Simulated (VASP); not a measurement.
Write the native input for VASP 6.6.1 that does the following.

* Task: single point
* Functional: PBE
* Potentials or basis: VASP PAW PBE potentials, release 64 (Cu)
* Cutoff: 520 eV
* k mesh: 18 × 18 × 18
* Occupations: gaussian, width 0.15 eV
* Spin: no spin polarisation
* Dipole correction: no
* Further INCAR settings: ALGO = Fast; EDIFF = 1e-06; NBANDS = 18

The structure of Cu lies in POSCAR:

```
Cu
1.0
    1.1023907521     -3.8091872976      0.0000000000
    1.1023907521      3.8091872976      0.0000000000
    0.0000000000      0.0000000000      2.5142119659
Cu
2
Direct
    0.1340351705      0.8659648295      0.2500000000
    0.8659648295      0.1340351705      0.7500000000
```

This cell differs from its parent crystal: normal strain along x -0.1100, normal strain along y -0.0550.

One way to write it, as run:

INCAR

```
SYSTEM = Cu
ALGO = Fast ; EDIFF = 1E-6
ENCUT = 520 ; GGA = PE
ISIF = 2 ; ISMEAR = 0
LASPH = .TRUE. ; LCHARG = .TRUE.
LELF = .TRUE. ; LREAL = .FALSE.
LVHAR = .TRUE. ; LWAVE = .FALSE.
NBANDS = 18 ; NELM = 80
PREC = Accurate ; SIGMA = 0.15
```

KPOINTS

```
k-points
0
G
  18 18 18
  0 0 0
```

Potentials or basis: VASP PAW PBE potentials, release 64 (Cu).

Command:

```bash
$ cat potpaw_PBE.64/Cu/POTCAR > POTCAR
$ mpirun -np 1 vasp_std > vasp.out
```

It gave:

| Property | Result |
| --- | --- |
| Pressure | 37.7 GPa |
| Largest force | 0.514 eV/Å |
| Band gap on the k mesh | zero (bands 11 and 12 overlap by 6.17 eV) |

Caveat: the cell differs from its parent crystal (normal strain along x -0.1100, normal strain along y -0.0550); the cell stands under pressure.

Wall time 5.5 min on 1 thread of Intel(R) Xeon(R) Platinum 8488C (Sapphire Rapids) (shared host), peak memory 0.39 GiB.
